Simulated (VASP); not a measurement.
**Sb: single point with r2SCAN**

Sb:

```
CELL_PARAMETERS angstrom
0.00000 2.37124 2.37124
2.37124 0.00000 2.37124
2.37124 2.37124 0.00000
ATOMIC_POSITIONS crystal
Sb 0.00000 0.00000 0.00000
```

- Program: VASP 6.6.1
- Task: single point
- Functional: r2SCAN
- Potentials or basis: VASP PAW PBE potentials, release 64 (Sb)
- Cutoff: 550 eV
- k mesh: 6 × 6 × 6
- Occupations: gaussian, width 0.1 eV
- Spin: no spin polarisation

| Property | Result |
| --- | --- |
| Pressure | 1.2 GPa |

Levels at points of the mesh, in eV from the Fermi level:
| k point | band 1 | band 2 | band 3 | band 4 | band 5 |
| --- | --- | --- | --- | --- | --- |
| (0.00, 0.00, 0.00) | -13.90 | 5.47 | 5.47 | 5.47 | 10.22 |
| (0.50, 0.00, 0.00) | -9.82 | -6.46 | 3.63 | 3.63 | 8.60 |
| (0.50, 0.50, 0.00) | -8.01 | -5.56 | 0.12 | 0.12 | 4.41 |

Wall time 22 s on 1 thread of Intel Xeon 6975P-C (shared host), peak memory 0.16 GiB.

Caveat: the k points lie up to 0.38 Å⁻¹ apart; the PAW data sets were made with another functional, which shifts forces and pressure a little; spin-orbit coupling is left out, which moves the levels of the heavy elements.
